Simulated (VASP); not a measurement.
Here is a VASP 6.6.1 calculation.

The input INCAR:

```
PREC = Accurate ; ENCUT = 600
EDIFF = 1E-6 ; ISMEAR = 0
SIGMA = 0.1 ; LREAL = F
LASPH = T ; NELM = 200
ALGO = Normal ; ISIF = 2
LWAVE = F ; LCHARG = T
GGA = PE ; LELF = T
LVHAR = T ; NBANDS = 77
GGA_COMPAT = F ; LMAXMIX = 6
```

The input KPOINTS:

```
regular mesh
0
Gamma
  4 4 4
```

POSCAR

```
La2TaO5
1.0
    0.0019116233     -0.0114602831      6.1935967745
   -4.5216637925      4.5198095650      3.0866394345
   -4.5215861334     -4.5311719611      3.1040389501
La Ta O
4 2 10
Direct
    0.1740109681      0.2139591580      0.4379050407
    0.8259616221      0.7860296864      0.5620924886
    0.6120864090      0.5621545136      0.2139783055
    0.3879803279      0.4378482220      0.7860029942
    0.2256154487      0.9998337692      0.9999682130
    0.7743910431      1.0001684657      1.0000301800
    0.0836598740      0.2838913369      0.0969818662
    0.4647565369      0.7159224500      0.9028601574
    0.1760456750      0.9028187778      0.2845685395
    0.3636845120      0.0969836503      0.7152953124
    0.5390892921      0.2847674946      0.0972960910
    0.9210625266      0.7154175345      0.9028821112
    0.6322642882      0.9031435567      0.2840069716
    0.8193765194      0.0970579937      0.7161376242
    0.7501366207      0.4999490448      0.4997045731
    0.2498783364      0.5000543459      0.5002895312
```

Potentials or basis: VASP PAW PBE potentials, release 64 (La, Ta_pv, O).

Launch:

```sh
$ cat potpaw_PBE.64/La/POTCAR potpaw_PBE.64/Ta_pv/POTCAR potpaw_PBE.64/O/POTCAR > POTCAR
$ mpirun -np 1 vasp_std > vasp.out
```

(1) Predict the pressure.

(2) Predict the largest force.

(3) Predict the band gap on the k mesh.

Results:

(1) 0.0 GPa.

(2) 0.110 eV/Å.

(3) 1.96 eV.

Caveat: spin-orbit coupling is left out, which moves the levels of the heavy elements.
